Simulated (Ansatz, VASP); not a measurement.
**CdSe4: VASP beside Ansatz**

INCAR

```
PREC     = Accurate       # precision mode
ENCUT    = 600            # plane-wave cutoff, eV
EDIFF    = 1E-7           # SCF threshold, eV
ISMEAR   = 0              # smearing method
SIGMA    = 0.1            # smearing width, eV
LREAL    = False          # projectors in reciprocal space
LASPH    = True           # aspherical terms in the spheres
NELM     = 80             # most SCF steps
ALGO     = Normal         # electronic algorithm
ISIF     = 3              # what is computed and relaxed
LWAVE    = False          # write WAVECAR
LCHARG   = False          # write CHGCAR
GGA      = PE             # functional
IBRION   = 2              # ionic algorithm
NSW      = 80             # ionic steps
EDIFFG   = -0.025         # ionic threshold
```

File KPOINTS:

```
Automatic mesh
0
Gamma
  4 2 2
```

Contents of POSCAR:

```
CdSe4
1.0
    5.5765689862     -0.0072636874     -0.0407361995
    0.0260724995      6.5868883676     -0.0356508192
   -0.0044776919      2.6411473260      8.5654824997
Cd Se
2 8
Direct
    0.6098977246     -0.0078449523      0.5274040393
    0.0886152059      0.9572897950      0.9724531819
    0.4554129443      0.6337010244      0.9153136667
    0.5792026167      0.3354359602      0.1370219221
    0.1674551630      0.2208595135      0.1841106141
    0.8181785275      0.7509248178      0.8233434722
    0.8746634350      0.3479244929      0.5777377835
   -0.0179669509      0.6750231765      0.3918423316
    0.6313197549      0.8479559594      0.2965455093
    0.2932215791      0.2387302126      0.6742274794
```

Input for Ansatz:

```yaml
crystal:
  lattice:
    - [5.5765689862, -0.0072636874, -0.0407361995]
    - [0.0260724995, 6.5868883676, -0.0356508192]
    - [-0.0044776919, 2.641147326, 8.5654824997]
  atoms:
    - { symbol: Cd, position: [0.6098977246, -0.0078449523, 0.5274040393] }
    - { symbol: Cd, position: [0.0886152059, 0.957289795, 0.9724531819] }
    - { symbol: Se, position: [0.4554129443, 0.6337010244, 0.9153136667] }
    - { symbol: Se, position: [0.5792026167, 0.3354359602, 0.1370219221] }
    - { symbol: Se, position: [0.167455163, 0.2208595135, 0.1841106141] }
    - { symbol: Se, position: [0.8181785275, 0.7509248178, 0.8233434722] }
    - { symbol: Se, position: [0.874663435, 0.3479244929, 0.5777377835] }
    - { symbol: Se, position: [-0.0179669509, 0.6750231765, 0.3918423316] }
    - { symbol: Se, position: [0.6313197549, 0.8479559594, 0.2965455093] }
    - { symbol: Se, position: [0.2932215791, 0.2387302126, 0.6742274794] }
basis:
  ecutwfc: 420
kpoints:
  mp_grid: { grid: [4, 2, 2] }
hamiltonian:
  xc: pbe
scf:
  occupations: { method: gaussian, width: 0.1 }
  lower_state_search: "off"
output:
  forces: true
  stress: true
  eigenvalues: true
relax:
  adjacent_minimum: "off"
  f_tol: 0.025
  max_steps: 60
  cell: { stress_tol: 0.25 }
```

Change from the starting cell: cell x1, atoms moved at random (sigma 0.15 Å) and cell strained at random (1.5 %), then relaxed without symmetry.

Alike in both runs: task relaxation of cell and atoms; functional PBE; k mesh 4 × 2 × 2; occupations gaussian, width 0.1 eV; no spin polarisation.

```csv
,VASP,Ansatz
version,VASP 6.6.1,Ansatz 0.2.0
potentials or method,"VASP PAW PBE potentials, release 64 (Cd, Se), cutoff 600 eV","scalar-relativistic, plane waves, PAW"
valence electrons in the cell,72,168
```

```tsv
	VASP	Ansatz	Ansatz less VASP
gap on the k mesh at the Fermi level, each at its own relaxed structure (eV)	0.67	0.67	-0.002
relaxed volume (Å³/atom)	31.06	31.11	+0.051
relaxed cell length with the largest relative difference (Å)	6.633	6.601	-0.0322
```

VASP's potentials hold 72 valence electrons a cell and Ansatz's 168, so a difference there can come from the potentials and not from the codes.

The k mesh is coarse, so the values compare programs but aren't converged.
